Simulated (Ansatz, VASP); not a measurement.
## One calculation of SiC2, two programs

```xyz
6
Lattice="4.6280 0.0000 0.0000 0.0000 4.6280 0.0000 0.0000 0.0000 2.9809" Properties=species:S:1:pos:R:3 pbc="T T T"
Si    0.0000    0.0000    0.0000
Si    2.3140    2.3140    1.4904
C     1.4162    1.4162    0.0000
C     0.8978    3.7301    1.4904
C     3.2118    3.2118    0.0000
C     3.7301    0.8978    1.4904
```

Alike in both runs: task relaxation of cell and atoms; functional PBE; k mesh 4 × 4 × 6; occupations gaussian, width 0.1 eV; no spin polarisation.

|  | VASP | Ansatz |
| --- | --- | --- |
| version | VASP 6.6.1 | Ansatz 0.2.0 |
| potentials or method | VASP PAW PBE potentials, release 64 (Si, C), cutoff 600 eV | scalar-relativistic, plane waves, PAW |
| valence electrons in the cell | 24 | 24 |

VASP gave:

```
gap on the k mesh at the Fermi level, each at its own relaxed structure (eV) : none
relaxed volume (Å³/atom)                                                     : 10.15
relaxed length of the cell vector where the two differ most in proportion (Å)              : 4.531
```

What did Ansatz give for the same quantities?

gap on the k mesh at the Fermi level, each at its own relaxed structure (eV): none; relaxed volume (Å³/atom): 10.16; relaxed length of the cell vector where the two differ most in proportion (Å): 4.533.

A gap of «none» marks a metal or a gap that the smearing closes.
